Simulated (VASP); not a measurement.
Write the native input for VASP 6.6.1 that does the following.

| Item | Value |
| --- | --- |
| Task | relaxation of cell and atoms |
| Functional | PBEsol |
| Potentials or basis | VASP PAW PBE potentials, release 64 (Te, As) |
| Cutoff | 500 eV |
| k mesh | 5 × 5 × 5 |
| Occupations | fermi-dirac, width 0.1 eV |
| Spin | no spin polarisation |
| Dipole correction | no |
| Further INCAR settings | ALGO = Normal; EDIFF = 1e-07; IBRION = 2; EDIFFG = -0.005; NSW = 60; ISIF = 3 |

The structure of TeAs lies in POSCAR:

```
TeAs
1.0
    0.0000000000      3.1016750000      3.1016750000
    3.1016750000      0.0000000000      3.1016750000
    3.1016750000      3.1016750000      0.0000000000
Te As
1 1
Direct
    0.0000000000      0.0000000000      0.0000000000
    0.5000000000      0.5000000000      0.5000000000
```

The input as run:

INCAR

```
PREC     = Accurate       # precision mode
ENCUT    = 500            # plane-wave cutoff, eV
EDIFF    = 1E-7           # SCF threshold, eV
ISMEAR   = -1             # smearing method
SIGMA    = 0.1            # smearing width, eV
LREAL    = False          # projectors in reciprocal space
LASPH    = True           # aspherical terms in the spheres
NELM     = 120            # most SCF steps
ALGO     = Normal         # electronic algorithm
ISIF     = 3              # what is computed and relaxed
LWAVE    = False          # write WAVECAR
LCHARG   = False          # write CHGCAR
GGA      = PS             # functional
IBRION   = 2              # ionic algorithm
NSW      = 60             # ionic steps
EDIFFG   = -0.005         # ionic threshold
GGA_COMPAT= False        
NELMIN   = 4
```

KPOINTS

```
Automatic mesh
0
Gamma
  5 5 5
```

Potentials or basis: VASP PAW PBE potentials, release 64 (Te, As).

Run with:

```sh
$ cat potpaw_PBE.64/Te/POTCAR potpaw_PBE.64/As/POTCAR > POTCAR
$ mpirun -np 1 vasp_std > vasp.out
```

Results of the run:

| Property | Result |
| --- | --- |
| Relaxed volume | 25.22 Å³/atom |
| Relaxed cell | a = 4.147 Å, b = 4.147 Å, c = 4.147 Å, α = 60.00°, β = 60.00°, γ = 60.00° |
| Space group after relaxing (to 0.05 Å) | Fm-3m (No. 225) |
| Energy gained by relaxing | 140.3 meV/atom |
| Ionic steps | 3 |
| Pressure after relaxing | 0.0 GPa |

Caveat: the volume moved by over 15 % at a fixed basis, so the end points are rough; the PAW data sets were made with another functional, which shifts forces and pressure a little.

Run time: 21 s on 1 thread of Intel Xeon 6975P-C, with other jobs on the host, peak memory 0.18 GiB.
